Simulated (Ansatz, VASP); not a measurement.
**SiNi3: VASP beside Ansatz**

The input INCAR:

```
SYSTEM = SiNi3
PREC = Accurate
ENCUT = 520
EDIFF = 1E-7
ISMEAR = 0
SIGMA = 0.15
LREAL = .FALSE.
LASPH = .TRUE.
NELM = 100
ALGO = Fast
ISIF = 2
LWAVE = .FALSE.
LCHARG = .TRUE.
GGA = PE
LELF = .TRUE.
LVHAR = .TRUE.
NBANDS = 25
```

KPOINTS

```
regular mesh
0
G
  14 14 14
  0 0 0
```

Contents of POSCAR:

```
SiNi3
1.0
    3.5062596409      0.0000000000      0.0000000000
    0.0000000000      3.5062596409      0.0000000000
    0.0000000000      0.0000000000      3.5062596409
Si Ni
1 3
Direct
    0.0000000000      0.0000000000      0.0000000000
    0.0000000000      0.3288774759      0.4144387379
    0.5000000000      0.0000000000      0.5000000000
    0.5000000000      0.5000000000      0.0000000000
```

Input for Ansatz:

```yaml
crystal:
  lattice:
    - [3.5062596409, 0.0, 0.0]
    - [0.0, 3.5062596409, 0.0]
    - [0.0, 0.0, 3.5062596409]
  atoms:
    - { symbol: Si, position: [0.0, 0.0, 0.0] }
    - { symbol: Ni, position: [0.0, 0.3288774759, 0.4144387379] }
    - { symbol: Ni, position: [0.5, 0.0, 0.5] }
    - { symbol: Ni, position: [0.5, 0.5, 0.0] }
basis:
  ecutwfc: 420
kpoints:
  mp_grid: { grid: [14, 14, 14] }
hamiltonian:
  xc: pbe
scf:
  occupations: { method: gaussian, width: 0.15 }
output:
  forces: true
  stress: true
  eigenvalues: true
```

Alike in both runs: task single point; functional PBE; k mesh 14 × 14 × 14; occupations gaussian, width 0.15 eV; no spin polarisation.

```csv
,VASP,Ansatz
version,VASP 6.6.1,Ansatz 0.2.0
potentials or method,"VASP PAW PBE potentials, release 64 (Si, Ni), cutoff 520 eV","scalar-relativistic, plane waves, PAW"
valence electrons in the cell,34,58
```

```csv
,VASP,Ansatz,Ansatz less VASP
gap on the k mesh at the Fermi level (eV),none,none,-
rms of the force components (eV/Å),3.597,3.565,-0.0324
```

Atom by atom the forces differ by 0.043 eV/Å (rms over components). A gap of «none» marks a metal or a gap that the smearing closes. VASP's potentials hold 34 valence electrons a cell and Ansatz's 58, so a difference there can come from the potentials and not from the codes.
